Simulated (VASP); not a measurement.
A run of VASP 6.6.1 is set up as follows.

File INCAR:

```
SYSTEM = BN
PREC     = Accurate       ! precision mode
ENCUT    = 520            ! plane-wave cutoff, eV
EDIFF    = 1E-6           ! SCF threshold, eV
ISMEAR   = 0              ! smearing method
SIGMA    = 0.05           ! smearing width, eV
LREAL    = .False.        ! projectors in reciprocal space
LASPH    = .True.         ! aspherical terms in the spheres
NELM     = 60             ! most SCF steps
ALGO     = Normal         ! electronic algorithm
ISIF     = 2              ! what is computed and relaxed
LWAVE    = .False.        ! write WAVECAR
LCHARG   = .False.        ! write CHGCAR
GGA      = PE             ! functional
NBANDS   = 16             ! bands
```

File KPOINTS:

```
Automatic mesh
0
Gamma
  12 12 6
  0 0 0
```

POSCAR

```
BN
1.0
    2.5319613817      0.0031060129      0.0028697268
   -1.2632908048      2.1715043996      0.0178448903
    0.0047494933      0.0368449166      4.1790927919
B N
2 2
Direct
    0.6525671837      0.3266853411      0.9886193365
    0.3582032247      0.7098438444      0.4928869547
    0.6570578390      0.3282571088      0.6282223991
    0.3321717527      0.6352137057      0.1402713097
```

Potentials or basis: VASP PAW PBE potentials, release 64 (B, N).

Launch:

```bash
$ cat potpaw_PBE.64/B/POTCAR potpaw_PBE.64/N/POTCAR > POTCAR
$ mpirun -np 1 vasp_std > vasp.out
```

(1) Predict the band gap on the k mesh.

(2) Predict the pressure.

(3) Estimate the largest force.

Results:

(1) 3.53 eV (least direct gap 7.09 eV).

(2) 18.9 GPa.

(3) 3.959 eV/Å.

Caveat: the cell differs from its parent crystal (atoms moved at random and the cell strained at random); the cell stands under pressure; forces of over 1 eV/Å act on the atoms, so gaps and moduli don't describe the material at rest.
